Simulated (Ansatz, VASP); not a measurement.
AlN: VASP beside Ansatz

INCAR

```
SYSTEM = AlN
ALGO     = Normal         ! electronic algorithm
EDIFF    = 1E-7           ! SCF threshold, eV
ENCUT    = 520            ! plane-wave cutoff, eV
GGA      = PE             ! functional
ISIF     = 2              ! what is computed and relaxed
ISMEAR   = 0              ! smearing method
LASPH    = .TRUE.         ! aspherical terms in the spheres
LCHARG   = .FALSE.        ! write CHGCAR
LREAL    = .FALSE.        ! projectors in reciprocal space
LWAVE    = .FALSE.        ! write WAVECAR
NBANDS   = 16             ! bands
NELM     = 60             ! most SCF steps
PREC     = Accurate       ! precision mode
SIGMA    = 0.05           ! smearing width, eV
```

Contents of KPOINTS:

```
k-points
0
G
  12 12 6
  0 0 0
```

POSCAR

```
AlN
1.0
    3.3806587278      0.0000000000      0.0000000000
   -1.6903293639      2.9277363398      0.0000000000
    0.0000000000      0.0000000000      5.4194180270
Al N
2 2
Direct
    0.3333333333      0.6666666667      0.0017287175
    0.6666666667      0.3333333333      0.5017287175
    0.3333333333      0.6666666667      0.3832712825
    0.6666666667      0.3333333333      0.8832712825
```

Input for Ansatz:

```yaml
crystal:
  lattice:
    - [3.3806587278, 0.0, 0.0]
    - [-1.6903293639, 2.9277363398, 0.0]
    - [0.0, 0.0, 5.419418027]
  atoms:
    - { symbol: Al, position: [0.3333333333, 0.6666666667, 0.0017287175] }
    - { symbol: Al, position: [0.6666666667, 0.3333333333, 0.5017287175] }
    - { symbol: "N", position: [0.3333333333, 0.6666666667, 0.3832712825] }
    - { symbol: "N", position: [0.6666666667, 0.3333333333, 0.8832712825] }
basis:
  ecutwfc: 420
kpoints:
  mp_grid: { grid: [12, 12, 6] }
hamiltonian:
  xc: pbe
scf:
  occupations: { method: gaussian, width: 0.05 }
output:
  forces: true
  stress: true
  eigenvalues: true
  write_density: true
  write_potential: true
  elf: true
  volumetric_format: npy
```

Change from the starting cell: strain +0.080 along x and y, +0.080 along z, atoms carried along.

Alike in both runs: task single point; functional PBE; k mesh 12 × 12 × 6; occupations gaussian, width 0.05 eV; no spin polarisation.

```csv
,VASP,Ansatz
version,VASP 6.6.1,Ansatz 0.2.0
potentials or method,"VASP PAW PBE potentials, release 64 (Al, N), cutoff 520 eV","scalar-relativistic, plane waves, PAW"
valence electrons in the cell,16,16
```

Ansatz gave:

* gap on the k mesh at the Fermi level (eV): 2.17
* least direct gap on the mesh (eV): 2.17
* pressure (GPa): -28.1
* traceless stress, the component that is largest in VASP (GPa): 1.21
* rms of the force components (eV/Å): 0.036

Q: Estimate VASP's values.

A: gap on the k mesh at the Fermi level (eV): 2.17; least direct gap on the mesh (eV): 2.17; pressure (GPa): -28.3; traceless stress, the component that is largest in VASP (GPa): 1.23; rms of the force components (eV/Å): 0.036.

Atom by atom the forces differ by 0.000 eV/Å (rms over components). Both programs put the cell under strong tension, so it lies far from rest at this level.
